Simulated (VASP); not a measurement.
# ZnS (P6_3mc) in VASP: a series of runs, part 2 of 2

VASP 6.6.1.

### Step 4. Relaxation of cell and atoms, PBE

Contents of INCAR:

```
PREC     = Accurate       # precision mode
ENCUT    = 600            # plane-wave cutoff, eV
EDIFF    = 1E-6           # SCF threshold, eV
ISMEAR   = 0              # smearing method
SIGMA    = 0.1            # smearing width, eV
LREAL    = False          # projectors in reciprocal space
LASPH    = True           # aspherical terms in the spheres
NELM     = 80             # most SCF steps
ALGO     = Normal         # electronic algorithm
ISIF     = 3              # what is computed and relaxed
LWAVE    = False          # write WAVECAR
LCHARG   = False          # write CHGCAR
GGA      = PE             # functional
IBRION   = 2              # ionic algorithm
NSW      = 80             # ionic steps
EDIFFG   = -0.05          # ionic threshold
```

Contents of KPOINTS:

```
regular mesh
0
Gamma
  6 6 4
```

Contents of POSCAR:

```
ZnS
1.0
    3.7026735072      0.0000000000      0.0000000000
   -1.8513367536      3.2066093192      0.0000000000
    0.0000000000      0.0000000000      5.9764498191
Zn S
2 2
Direct
    0.6666666667      0.3333333333      0.5006044111
    0.3333333333      0.6666666667      0.0006044111
    0.6666666667      0.3333333333      0.8797055889
    0.3333333333      0.6666666667      0.3797055889
```

Potentials or basis: VASP PAW PBE potentials, release 64 (Zn, S).

Started as:

```console
$ cat potpaw_PBE.64/Zn/POTCAR potpaw_PBE.64/S/POTCAR > POTCAR
$ mpirun -np 1 vasp_std > vasp.out
```

OUTCAR:

```text
PREC = Accurate
   ENCUT = 600
   EDIFF = 1E-6
   ISMEAR = 0
   LREAL = False
   LASPH = True
   NELM = 80
   ISIF = 3
   GGA = PE
   IBRION = 2
   NSW = 80
   EDIFFG = -0.05

 ion  position               nearest neighbor table
   1  0.667  0.333  0.501-   4 2.26   4 2.26   4 2.26   3 2.27
   2  0.333  0.667  0.001-   3 2.26   3 2.26   3 2.26   4 2.27
   3  0.667  0.333  0.880-   2 2.26   2 2.26   2 2.26   1 2.27
   4  0.333  0.667  0.380-   1 2.26   1 2.26   1 2.26   2 2.27

  LATTYP: Found a hexagonal cell.
 ALAT       =     3.7026735072
 C/A-ratio  =     1.6140904153

  Lattice vectors:

 A1 = (   3.7026735072,   0.0000000000,   0.0000000000)
 A2 = (  -1.8513367536,   3.2066093192,   0.0000000000)
 A3 = (   0.0000000000,   0.0000000000,   5.9764498191)

Analysis of symmetry for initial positions (statically):
=====================================================================
 Subroutine PRICEL returns:
 Original cell was already a primitive cell.

 Routine SETGRP: Setting up the symmetry group for a
 hexagonal supercell.

 Subroutine GETGRP returns: Found 12 space group operations
 (whereof  6 operations were pure point group operations)
 out of a pool of 24 trial point group operations.

The static configuration has the point symmetry C_3v.
 The point group associated with its full space group is C_6v.

Analysis of symmetry for dynamics (positions and initial velocities):
=====================================================================
 Subroutine PRICEL returns:
 Original cell was already a primitive cell.

 Routine SETGRP: Setting up the symmetry group for a
 hexagonal supercell.

 Subroutine GETGRP returns: Found 12 space group operations
 (whereof  6 operations were pure point group operations)
 out of a pool of 24 trial point group operations.

The dynamic configuration has the point symmetry C_3v.
 The point group associated with its full space group is C_6v.

 Subroutine INISYM returns: Found 12 space group operations
 (whereof  6 operations are pure point group operations),
 and found     1 'primitive' translations

----------------------------------------------------------------------------------------

                                     Primitive cell

  volume of cell :      70.9586

  direct lattice vectors                    reciprocal lattice vectors
     3.702673507  0.000000000  0.000000000     0.270075122  0.155927945  0.000000000
    -1.851336754  3.206609319  0.000000000     0.000000000  0.311855889  0.000000000
     0.000000000  0.000000000  5.976449819     0.000000000  0.000000000  0.167323416

  length of vectors
     3.702673507  3.702673507  5.976449819     0.311855889  0.311855889  0.167323416

  position of ions in fractional coordinates (direct lattice)
     0.666666667  0.333333333  0.500604411
     0.333333333  0.666666667  0.000604411
     0.666666667  0.333333333  0.879705589
     0.333333333  0.666666667  0.379705589

  ion indices of the primitive-cell ions
   primitive index   ion index
                 1           1
                 2           2
                 3           3
                 4           4

----------------------------------------------------------------------------------------

 KPOINTS: regular mesh

Automatic generation of k-mesh.
 Grid dimensions read from file:
 generate k-points for:    6    6    4

 Generating k-lattice:

  Cartesian coordinates                     Fractional coordinates (reciprocal lattice)
     0.045012520  0.025987991  0.000000000     0.166666667  0.000000000  0.000000000
     0.000000000  0.051975982  0.000000000     0.000000000  0.166666667  0.000000000
     0.000000000  0.000000000  0.041830854     0.000000000  0.000000000  0.250000000

  Length of vectors
     0.051975982  0.051975982  0.041830854

  Shift w.r.t. Gamma in fractional coordinates (k-lattice)
     0.000000000  0.000000000  0.000000000

 Subroutine IBZKPT returns following result:
 ===========================================

 Found     21 irreducible k-points:

 Following reciprocal coordinates:
            Coordinates               Weight
  0.000000  0.000000  0.000000      1.000000
  0.166667 -0.000000  0.000000      6.000000
  0.333333  0.000000  0.000000      6.000000
  0.500000 -0.000000  0.000000      3.000000
  0.166667  0.166667  0.000000      6.000000
  0.333333  0.166667  0.000000     12.000000
[... 13 lines left out ...]
  0.333333  0.166667  0.500000     12.000000
  0.333333  0.333333  0.500000      2.000000
   k-points           NKPTS =     21   k-points in BZ     NKDIM =     21   number of bands    NBANDS=     22
   number of dos      NEDOS =    301   number of ions     NIONS =      4
   total plane-waves  NPLWV =  43200
   dimension x,y,z NGX =    30 NGY =   30 NGZ =   48
   dimension x,y,z NGXF=    60 NGYF=   60 NGZF=   96
   ions per type =               2   2
   NGX,Y,Z   is equivalent  to a cutoff of  13.47, 13.47, 13.35 a.u.
   NGXF,Y,Z  is equivalent  to a cutoff of  26.94, 26.94, 26.70 a.u.
 SYSTEM =  unknown system
   PREC   = accura    normal or accurate (medium, high low for compatibility)
   ISTART =      0    job   : 0-new  1-cont  2-samecut
   ICHARG =      2    charge: 1-file 2-atom 10-const
   ISPIN  =      1    spin polarized calculation?
   LNONCOLLINEAR =      F non collinear calculations
   LSORBIT =      F    spin-orbit coupling
   LASPH  =      T    aspherical Exc in radial PAW
   ENCUT  =  600.0 eV  44.10 Ry    6.64 a.u.   7.40  7.40 11.94*2*pi/ulx,y,z
   NELM   =     80;   NELMIN=  2; NELMDL= -5     # of ELM steps
   EDIFF  = 0.1E-05   stopping-criterion for ELM
   LREAL  =      F    real-space projection
   EDIFFG = -.5E-01   stopping-criterion for IOM
   NSW    =     80    number of steps for IOM
   IBRION =      2    ionic relax: 0-MD 1-quasi-New 2-CG
   NFREE  =      1    steps in history (QN), initial steepest desc. (CG)
   ISIF   =      3    stress and relaxation
   ISYM   =      2    0-nonsym 1-usesym 2-fastsym
   POTIM  = 0.5000    time-step for ionic-motion
   TEBEG  =    0.0;   TEEND  =   0.0 temperature during run
   PSTRESS=    0.0 pullay stress
   NELECT =      36.0000    total number of electrons
   NUPDOWN=      -1.0000    fix difference up-down
   EMIN   =  10.00;   EMAX   =-10.00  energy-range for DOS
   EFERMI =   0.00;   METHOD = LEGACY
   ISMEAR =     0;   SIGMA  =   0.10  broadening in eV -4-tet -1-fermi 0-gaus
   EFERMI_NEDOS =   21; number of points for ismear=-14 and -15
   IALGO  =     38    algorithm
   IMIX   =      4    mixing-type and parameters
     AMIX     =   0.40;   BMIX     =  1.00
     AMIX_MAG =   1.60;   BMIX_MAG =  1.00
  volume/ion in A,a.u.               =      17.74       119.71
  Fermi-wavevector in a.u.,A,eV,Ry     =   1.305692  2.467400 23.195643  1.704832
  Thomas-Fermi vector in A             =   2.436544
   LORBIT       =      0    0 simple, 1 ext, 2 COOP (PROOUT), +10 PAW based schemes
   GGA     = PE    functional components
   LHFCALC =     F    Hartree Fock is set to
   AEXX    =    0.0000 exact exchange contribution
   IVDW    =     0    specifies the selected vdW correction
   LEPSILON=     F    determine dielectric tensor
   LRPA    =     F    only Hartree local field effects (RPA)
 conjugate gradient relaxation of ions
 non-spin polarized calculation
 Gauss-broadening in eV      SIGMA  =   0.10
  energy-cutoff  :      600.00
  volume of cell :       70.96
 maximum number of plane-waves:      2400
 NGX is ok and might be reduce to    30
   NGX = 15   NGY = 15   NGZ = 23

--------------------------------------- Ionic step        1  -------------------------------------------

 number of electron      35.9999993 magnetization

 Free energy of the ion-electron system (eV)
  ---------------------------------------------------
  ext. energy  EPLUGINS =         0.00000000
  ---------------------------------------------------
  free energy    TOTEN  =       -13.34747596 eV

  energy without entropy =      -13.34747596  energy(sigma->0) =      -13.34747596

 E-fermi :   3.6337     XC(G=0): -10.1310

 val. band max:        3.1507958474   @ k =   0.0000   0.0000   0.0000
 cond. band min:       5.8854718384   @ k =   0.0000   0.0000   0.0000
 fundamental gap:      2.7346759910
 Fermi energy:         3.6337344514

 k-point     1 :       0.0000    0.0000    0.0000
  band No.  band energies     occupation
      1     -10.7872      2.00000
      2      -9.6148      2.00000
      3      -3.6399      2.00000
      4      -3.6399      2.00000
      5      -3.6248      2.00000
      6      -3.5471      2.00000
[... 701 lines left out ...]
  energy  without entropy=      -13.6872364848  energy(sigma->0) =      -13.68723648

--------------------------------------- Ionic step        6  -------------------------------------------

 number of electron      36.0000024 magnetization

 Free energy of the ion-electron system (eV)
  ---------------------------------------------------
  ext. energy  EPLUGINS =         0.00000000
  ---------------------------------------------------
  free energy    TOTEN  =       -13.68840358 eV

  energy without entropy =      -13.68840358  energy(sigma->0) =      -13.68840358

 E-fermi :   2.3864     XC(G=0):  -9.5190

 val. band max:        1.9196441900   @ k =   0.0000   0.0000   0.0000
 cond. band min:       4.0069716529   @ k =   0.0000   0.0000   0.0000
 fundamental gap:      2.0873274629
 Fermi energy:         2.3864227088

 k-point     1 :       0.0000    0.0000    0.0000
  band No.  band energies     occupation
      1     -11.0911      2.00000
      2     -10.2043      2.00000
      3      -4.3328      2.00000
      4      -4.3285      2.00000
      5      -4.3285      2.00000
      6      -4.2521      2.00000
[... 545 lines left out ...]
  FREE ENERGIE OF THE ION-ELECTRON SYSTEM (eV)
  ---------------------------------------------------
  free  energy   TOTEN  =       -13.6884035760 eV

  energy  without entropy=      -13.6884035760  energy(sigma->0) =      -13.68840358

 reached required accuracy - stopping structural energy minimisation
```

Run time: 1.8 min. Hardware: 1 thread of Intel Xeon Platinum 8559C (Emerald Rapids), shared host; peak memory 0.21 GiB.

Results:

```
Free energy                            : -13.6884 eV
Relaxed volume                         : 20.17 Å³/atom
Relaxed cell                           : a = 3.843 Å, b = 3.843 Å, c = 6.307 Å, α = 90.00°, β = 90.00°, γ = 120.00°
Space group after relaxing (to 0.05 Å) : P6_3mc (No. 186)
Energy gained by relaxing              : 85.2 meV/atom
Ionic steps                            : 6
Pressure after relaxing                : 0.2 GPa
Largest force after relaxing           : 0.035 eV/Å
Band gap on the k mesh                 : 2.09 eV, direct
```

Forces on the atoms (eV/Å):
```
Zn   0.000  0.000  0.035
Zn   0.000  0.000  0.035
S    0.000  0.000 -0.035
S    0.000  0.000 -0.035
```

Step by step:
| step | energy change (eV) | largest force (eV/Å) | pressure (GPa) | volume (Å³) |
| --- | --- | --- | --- | --- |
| 1 | 0.0000 | 0.0735 | 12.17 | 70.96 |
| 2 | -0.2845 | 0.0474 | -3.48 | 85.72 |
| 3 | -0.3387 | 0.0596 | -0.05 | 80.91 |
| 4 | -0.3386 | 0.0601 | 0.17 | 80.71 |
| 5 | -0.3398 | 0.0529 | 0.19 | 80.70 |
| 6 | -0.3409 | 0.0354 | 0.19 | 80.68 |

Final structure:
```
CELL_PARAMETERS angstrom
3.84338 0.00000 0.00000
-1.92169 3.32847 0.00000
0.00000 0.00000 6.30681
ATOMIC_POSITIONS crystal
Zn 0.66667 0.33333 0.50243
Zn 0.33333 0.66667 0.00244
S 0.66667 0.33333 0.87787
S 0.33333 0.66667 0.37788
```

Caveat: the relaxation stopped at a loose force limit of 0.05 eV/Å, so its end isn't a converged minimum.

### Step 5. Summary

```tsv
task	cell	cutoff (eV)	gap on the mesh (eV)	pressure (GPa)	largest force (eV/Å)
single point	a = 3.703, b = 3.703, c = 5.976 Å, angles 90.0, 90.0, 120.0°, 4 atoms	520	2.73	12.2	0.07
single point	a = 3.844, b = 3.844, c = 6.302 Å, angles 90.0, 90.0, 120.0°, 4 atoms	520	2.09	0.2	0.01
relaxation of cell and atoms	relaxed from a = 3.703, b = 3.703, c = 5.976 Å, angles 90.0, 90.0, 120.0°, 4 atoms	600	2.09	0.2	0.04
```

Alike in all rows: level PBE; potentials or basis VASP PAW PBE potentials, release 64 (Zn, S); no spin polarisation; k mesh 6 × 6 × 4; smearing gaussian 0.1 eV.

Caveats: the relaxation stopped at a loose force limit of 0.05 eV/Å, so its end isn't a converged minimum (some runs).

Absolute energies hang on the potentials; compare differences alone.
